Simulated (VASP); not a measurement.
Wanted: the native input for a VASP 6.6.1 run.

| Property | Result |
| --- | --- |
| Task | single point |
| Functional | PBE |
| Potentials or basis | VASP PAW PBE potentials, release 64 (O) |
| Cutoff | 600 eV |
| k mesh | 3 × 3 × 3, shifted |
| Occupations | gaussian, width 0.028 eV |
| Spin | no spin polarisation |
| Dipole correction | no |
| Further INCAR settings | ALGO = Normal; EDIFF = 1e-06; NBANDS = 13; ISYM = 0 |

The structure of O lies in POSCAR:

```
O
1.0
    1.4233490221      0.8217709410      3.4083000000
   -1.4233490221      0.8217709410      3.4083000000
    0.0000000000     -1.6435418821      3.4083000000
O
2
Direct
    0.0577000000      0.0577000000      0.0577000000
    0.9423000000      0.9423000000      0.9423000000
```

These files were run (other wordings do the same):

INCAR

```
SYSTEM = O
PREC = Accurate ; ENCUT = 600
EDIFF = 1E-6 ; ISMEAR = 0
SIGMA = 0.028 ; LREAL = .FALSE.
LASPH = .TRUE. ; NELM = 120
ALGO = Normal ; ISIF = 2
LWAVE = .FALSE. ; LCHARG = .TRUE.
GGA = PE ; LELF = .TRUE.
LVHAR = .TRUE. ; NBANDS = 13
ISYM = 0 ; GGA_COMPAT = .FALSE.
```

KPOINTS

```
Automatic mesh
0
Gamma
  3 3 3
  0.94 0.43 0.2
```

Potentials or basis: VASP PAW PBE potentials, release 64 (O).

Command:

```bash
$ cat potpaw_PBE.64/O/POTCAR > POTCAR
$ mpirun -np 1 vasp_std > vasp.out
```

Results of the run:

* Pressure: 9.8 GPa
* Largest force: 4.322 eV/Å
* Band gap on the k mesh: zero (band 6 reaches 0.82 eV, above the bottom of band 7 at 0.25 eV)

Caveat: the k points lie up to 0.87 Å⁻¹ apart; the standard files for N, O and F lose accuracy on very short bonds; spin is off for a triplet molecule; forces of over 1 eV/Å act on the atoms, so gaps and moduli don't describe the material at rest.

Wall time 43 s on 1 thread of AMD EPYC 9R45 96-Core Processor (Zen 5) (shared host), peak memory 0.16 GiB.
